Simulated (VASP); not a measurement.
Input of a VASP 6.6.1 run:

File INCAR:

```
SYSTEM = Cu
PREC = Accurate
ENCUT = 520
EDIFF = 1E-7
ISMEAR = -1
SIGMA = 0.1
LREAL = .False.
LASPH = .True.
NELM = 100
ALGO = Normal
ISIF = 2
LWAVE = .False.
LCHARG = .False.
GGA = PE
NBANDS = 36
```

KPOINTS

```
regular mesh
0
Gamma
  15 15 1
  0 0 0
```

POSCAR

```
Cu
1.0
    2.5665139635      0.0000000000      0.0000000000
   -1.2832569818      2.2226662916      0.0000000000
    0.0000000000      0.0000000000     24.3822000000
Cu
5
Direct
    0.8333333333      0.1666666667      0.3289492305
    0.1666666667      0.8333333333      0.4141867610
    0.5000000000      0.5000000000      0.4999999962
    0.8333333333      0.1666666667      0.5858132363
    0.1666666667      0.8333333333      0.6710507761
```

Potentials or basis: VASP PAW PBE potentials, release 64 (Cu).

Launch:

```console
$ cat potpaw_PBE.64/Cu/POTCAR > POTCAR
$ mpirun -np 1 vasp_std > vasp.out
```

(1) Estimate the largest force.

Results:

(1) 0.019 eV/Å.
